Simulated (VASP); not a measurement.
# Sn in VASP: single point with PBEsol

Aim: the single point of Sn with PBEsol.

Program: VASP 6.6.1. These are calculated values, not measurements. Logs are shortened: lines on timing, memory, paths and dates and some standing lists are left out, and cuts for length are marked.

### 1 The cell of the first run

The cell holds a slab with vacuum, 7 atoms: a = 3.153 Å, b = 4.419 Å, c = 27.384 Å, α = 90.00°, β = 90.00°, γ = 110.90°.

### 2 Single point, PBEsol

Contents of INCAR:

```
PREC = Accurate
ENCUT = 520
EDIFF = 1E-6
ISMEAR = 0
SIGMA = 0.1
LREAL = F
LASPH = T
NELM = 100
ALGO = Normal
ISIF = 2
LWAVE = F
LCHARG = T
LDIPOL = T
IDIPOL = 3
DIPOL = 0.5 0.5 0.500
GGA = PS
LELF = T
LVHAR = T
LVACPOTAV = T
NBANDS = 58
```

Contents of KPOINTS:

```
regular mesh
0
Gamma
  12 9 1
```

Contents of POSCAR:

```
Sn
1.0
    3.1526176509      0.0000000000      0.0000000000
   -1.5763088254      4.1279327226      0.0000000000
    0.0000000000      0.0000000000     27.3837981678
Sn
7
Direct
    0.5000000000      0.0000000000      0.2754615471
    0.5000000000      0.5000000000      0.3473677072
    0.0000000000      0.0000000000      0.4253841375
    0.0000000000      0.5000000000      0.5000782203
    0.5000000000      0.0000000000      0.5746644642
    0.5000000000      0.5000000000      0.6526275709
    0.0000000000      0.0000000000      0.7244163529
```

Potentials or basis: VASP PAW PBE potentials, release 64 (Sn_d).

Command:

```sh
> cat potpaw_PBE.64/Sn_d/POTCAR > POTCAR
> mpirun -np 1 vasp_std > vasp.out
```

OUTCAR:

```text
PREC = Accurate
   ENCUT = 520
   EDIFF = 1E-6
   ISMEAR = 0
   LREAL = F
   LASPH = T
   NELM = 100
   ISIF = 2
   GGA = PS

 ion  position               nearest neighbor table
   1  0.500  0.000  0.275-   2 2.96   2 2.96   2 3.71   2 3.71
   2  0.500  0.500  0.347-   1 2.96   1 2.96   3 3.07   3 3.07   1 3.71   1 3.71
   3  0.000  0.000  0.425-   4 3.01   4 3.01   2 3.07   2 3.07   4 3.75   4 3.75
   4  0.000  0.500  0.500-   5 3.01   5 3.01   3 3.01   3 3.01   5 3.74   5 3.74   3 3.75   3 3.75

   5  0.500  0.000  0.575-   4 3.01   4 3.01   6 3.07   6 3.07   4 3.74   4 3.74
   6  0.500  0.500  0.653-   7 2.96   7 2.96   5 3.07   5 3.07   7 3.70   7 3.70
   7  0.000  0.000  0.724-   6 2.96   6 2.96   6 3.70   6 3.70

  LATTYP: Found a base centered orthorhombic cell.
 ALAT       =     3.1526176509
 B/A-ratio  =     2.6187334969
 C/A-ratio  =     8.6860511486

  Lattice vectors:

 A1 = (   1.5763088254,  -4.1279327226,   0.0000000000)
 A2 = (   1.5763088255,   4.1279327226,   0.0000000000)
 A3 = (   0.0000000000,   0.0000000000,  27.3837981678)

Analysis of symmetry for initial positions (statically):
=====================================================================
 Subroutine PRICEL returns:
 Original cell was already a primitive cell.

 Routine SETGRP: Setting up the symmetry group for a
 base centered orthorhombic supercell.

 Subroutine GETGRP returns: Found  2 space group operations
 (whereof  2 operations were pure point group operations)
 out of a pool of  8 trial point group operations.

The static configuration has the point symmetry C_2 .

Analysis of symmetry for dynamics (positions and initial velocities):
=====================================================================
 Subroutine PRICEL returns:
 Original cell was already a primitive cell.

 Routine SETGRP: Setting up the symmetry group for a
 base centered orthorhombic supercell.

 Subroutine GETGRP returns: Found  2 space group operations
 (whereof  2 operations were pure point group operations)
 out of a pool of  8 trial point group operations.

The dynamic configuration has the point symmetry C_2 .

 Subroutine INISYM returns: Found  2 space group operations
 (whereof  2 operations are pure point group operations),
 and found     1 'primitive' translations

----------------------------------------------------------------------------------------

                                     Primitive cell

  volume of cell :     356.3671

  direct lattice vectors                    reciprocal lattice vectors
     3.152617651  0.000000000  0.000000000     0.317196727  0.121126005  0.000000000
    -1.576308825  4.127932723  0.000000000     0.000000000  0.242252010  0.000000000
     0.000000000  0.000000000 27.383798168     0.000000000  0.000000000  0.036517944

  length of vectors
     3.152617651  4.418662476 27.383798168     0.339536850  0.242252010  0.036517944

  position of ions in fractional coordinates (direct lattice)
     0.500000000  0.000000000  0.275461547
     0.500000000  0.500000000  0.347367707
     0.000000000  0.000000000  0.425384137
     0.000000000  0.500000000  0.500078220
     0.500000000  0.000000000  0.574664464
     0.500000000  0.500000000  0.652627571
     0.000000000  0.000000000  0.724416353

  ion indices of the primitive-cell ions
   primitive index   ion index
                 1           1
                 2           2
                 3           3
                 4           4
                 5           5
                 6           6
                 7           7

----------------------------------------------------------------------------------------

 KPOINTS: regular mesh

[... 19 lines left out ...]
|           W    W    AA    RRRRR   N    N  II  N    N   GGGG   !!!           |
|           W    W   A  A   R    R  NN   N  II  NN   N  G    G  !!!           |
|           W    W  A    A  R    R  N N  N  II  N N  N  G       !!!           |
|           W WW W  AAAAAA  RRRRR   N  N N  II  N  N N  G  GGG   !            |
|           WW  WW  A    A  R   R   N   NN  II  N   NN  G    G                |
|           W    W  A    A  R    R  N    N  II  N    N   GGGG   !!!           |
|                                                                             |
|     Your reciprocal lattice and k-lattice belong to different lattice       |
|     classes:                                                                |
|                                                                             |
|        The reciprocal lattice is base centered orthorhombic,                |
|        whereas your k-lattice is simple monoclinic.                         |
|                                                                             |
|     Results are often still useful ...                                      |
|                                                                             |
 -----------------------------------------------------------------------------

 WARNING: IBZKPT: internal override: KBLOWUP is changed to .FALSE.
      ... skipping the blow-up phase ...

 Subroutine IBZKPT returns following result:
 ===========================================

 Found     55 irreducible k-points:

 Following reciprocal coordinates:
            Coordinates               Weight
  0.000000  0.000000  0.000000      1.000000
  0.083333  0.000000  0.000000      2.000000
  0.166667  0.000000  0.000000      2.000000
  0.250000  0.000000  0.000000      2.000000
  0.333333  0.000000  0.000000      2.000000
  0.416667  0.000000  0.000000      2.000000
[... 16 lines left out ...]
  0.250000  0.222222  0.000000      2.000000
  0.333333  0.222222  0.000000      2.000000
 [... further k-points ...]
   k-points           NKPTS =     55   k-points in BZ     NKDIM =     55   number of bands    NBANDS=     58
   number of dos      NEDOS =    301   number of ions     NIONS =      7
   total plane-waves  NPLWV = 181440
   dimension x,y,z NGX =    24 NGY =   36 NGZ =  210
   dimension x,y,z NGXF=    48 NGYF=   72 NGZF=  420
   ions per type =               7
   NGX,Y,Z   is equivalent  to a cutoff of  12.66, 13.54, 12.75 a.u.
   NGXF,Y,Z  is equivalent  to a cutoff of  25.31, 27.09, 25.50 a.u.
 SYSTEM =  unknown system
   PREC   = accura    normal or accurate (medium, high low for compatibility)
   ISTART =      0    job   : 0-new  1-cont  2-samecut
   ICHARG =      2    charge: 1-file 2-atom 10-const
   ISPIN  =      1    spin polarized calculation?
   LNONCOLLINEAR =      F non collinear calculations
   LSORBIT =      F    spin-orbit coupling
   LASPH  =      T    aspherical Exc in radial PAW
   ENCUT  =  520.0 eV  38.22 Ry    6.18 a.u.   5.86  8.22 50.92*2*pi/ulx,y,z
   NELM   =    100;   NELMIN=  2; NELMDL= -5     # of ELM steps
   EDIFF  = 0.1E-05   stopping-criterion for ELM
   LREAL  =      F    real-space projection
   EDIFFG = 0.1E-04   stopping-criterion for IOM
   NSW    =      0    number of steps for IOM
   IBRION =     -1    ionic relax: 0-MD 1-quasi-New 2-CG
   NFREE  =      0    steps in history (QN), initial steepest desc. (CG)
   ISIF   =      2    stress and relaxation
   ISYM   =      2    0-nonsym 1-usesym 2-fastsym
   POTIM  = 0.5000    time-step for ionic-motion
   TEBEG  =    0.0;   TEEND  =   0.0 temperature during run
   PSTRESS=    0.0 pullay stress
   NELECT =      98.0000    total number of electrons
   NUPDOWN=      -1.0000    fix difference up-down
   EMIN   =  10.00;   EMAX   =-10.00  energy-range for DOS
   EFERMI =   0.00;   METHOD = LEGACY
   ISMEAR =     0;   SIGMA  =   0.10  broadening in eV -4-tet -1-fermi 0-gaus
   EFERMI_NEDOS =   21; number of points for ismear=-14 and -15
   IALGO  =     38    algorithm
   IMIX   =      4    mixing-type and parameters
     AMIX     =   0.40;   BMIX     =  1.00
     AMIX_MAG =   1.60;   BMIX_MAG =  1.00
  volume/ion in A,a.u.               =      50.91       343.55
  Fermi-wavevector in a.u.,A,eV,Ry     =   1.064595  2.011792 15.420326  1.133362
  Thomas-Fermi vector in A             =   2.200118
   LORBIT       =      0    0 simple, 1 ext, 2 COOP (PROOUT), +10 PAW based schemes
   GGA     = PS    functional components
   LHFCALC =     F    Hartree Fock is set to
   AEXX    =    0.0000 exact exchange contribution
   IVDW    =     0    specifies the selected vdW correction
   LEPSILON=     F    determine dielectric tensor
   LRPA    =     F    only Hartree local field effects (RPA)
 non-spin polarized calculation
 Gauss-broadening in eV      SIGMA  =   0.10
  energy-cutoff  :      520.00
  volume of cell :      356.37
 maximum number of plane-waves:      9645
   NGX = 11   NGY = 17   NGZ =101

 dipolmoment           0.000000      0.000000     -0.000043 electrons x Angstroem

 number of electron      97.9999969 magnetization

 dipolmoment           0.000000      0.000000      0.000066 electrons x Angstroem

 Free energy of the ion-electron system (eV)
  ---------------------------------------------------
  ext. energy  EPLUGINS =         0.00000000
  ---------------------------------------------------
  free energy    TOTEN  =       -28.82929155 eV

  energy without entropy =      -28.81665785  energy(sigma->0) =      -28.82297470

 E-fermi :   2.1792     XC(G=0):  -6.1423

 val. band max:        2.1515621727   @ k =   0.2500   0.1111   0.0000
 cond. band min:       2.1798649339   @ k =   0.0000   0.1111   0.0000
 fundamental gap:      0.0283027612
 Fermi energy:         2.1791596251

 k-point     1 :       0.0000    0.0000    0.0000
  band No.  band energies     occupation
      1     -19.3400      2.00000
      2     -19.3044      2.00000
      3     -19.2948      2.00000
      4     -19.2801      2.00000
      5     -19.2525      2.00000
      6     -19.2481      2.00000
[... 1453 lines left out ...]
     57       4.8696      0.00000
     58       6.3771      0.00000

 [... further k-points ...]
[... 5 lines left out ...]
  --------------------------------------------------------------------------------------
  -------------------------------------------------------------------------------------
  Total       -1.0533434     -1.8230091     -0.2875411      0.0306546      0.0000000      0.0000000
  in kB       -4.7356866     -8.1959975     -1.2927451      0.1378190      0.0000000      0.0000000
  external PRESSURE =      -4.7414764 kB  Pullay stress =       0.0000000 kB

 VOLUME and BASIS-vectors are now :
 -----------------------------------------------------------------------------
  energy-cutoff  :      520.00
  volume of cell :      356.37
      direct lattice vectors                 reciprocal lattice vectors
     3.152617651  0.000000000  0.000000000     0.317196727  0.121126005  0.000000000
    -1.576308825  4.127932723  0.000000000     0.000000000  0.242252010  0.000000000
     0.000000000  0.000000000 27.383798168     0.000000000  0.000000000  0.036517944

 POSITION                                       TOTAL-FORCE (eV/Angst)
 -----------------------------------------------------------------------------------
      1.57631      0.00000      7.54318         0.000000      0.000000      0.004364
      0.78815      2.06397      9.51225         0.000000      0.000000      0.011030
      0.00000      0.00000     11.64863         0.000000      0.000000      0.005458
     -0.78815      2.06397     13.69404         0.000000      0.000000      0.002322
      1.57631      0.00000     15.73650         0.000000      0.000000     -0.006240
      0.78815      2.06397     17.87142         0.000000      0.000000     -0.010812
      0.00000      0.00000     19.83727         0.000000      0.000000     -0.006121
 -----------------------------------------------------------------------------------
    total drift:                               -0.000000      0.000000     -0.000001

  FREE ENERGIE OF THE ION-ELECTRON SYSTEM (eV)
  ---------------------------------------------------
  free  energy   TOTEN  =       -28.8292915525 eV

  energy  without entropy=      -28.8166578532  energy(sigma->0) =      -28.82297470

 vacuum level on the upper side and lower side of the slab         6.443         6.442
```

Run time: 26 min. Hardware: 1 thread of Intel Xeon 6975P-C (Granite Rapids), shared host; peak memory 0.92 GiB.

Results:

```yaml
Free_energy: -28.8293 eV
Largest_force: 0.011 eV/Å
Band_gap_on_the_k_mesh: zero (band 49 reaches 3.43 eV, above the bottom of band 50 at 1.23 eV)
```

Forces on the atoms (eV/Å):
```
Sn   0.000  0.000  0.004
Sn   0.000  0.000  0.011
Sn   0.000  0.000  0.005
Sn   0.000  0.000  0.002
Sn   0.000  0.000 -0.006
Sn   0.000  0.000 -0.011
Sn   0.000  0.000 -0.006
```

Levels at points of the mesh, in eV from the Fermi level:
| k point | band 46 | band 47 | band 48 | band 49 | band 50 | band 51 | band 52 | band 53 |
| --- | --- | --- | --- | --- | --- | --- | --- | --- |
| (0.00, 0.00, 0.00) | -0.83 | -0.51 | 0.07 | 0.78 | 0.94 | 2.11 | 2.39 | 3.31 |
| (0.50, 0.00, 0.00) | -1.89 | -1.70 | -1.66 | -1.59 | -0.59 | -0.43 | 0.48 | 0.63 |

Caveat: the PAW data sets were made with another functional, which shifts forces and pressure a little; spin-orbit coupling is left out, which moves the levels of the heavy elements.
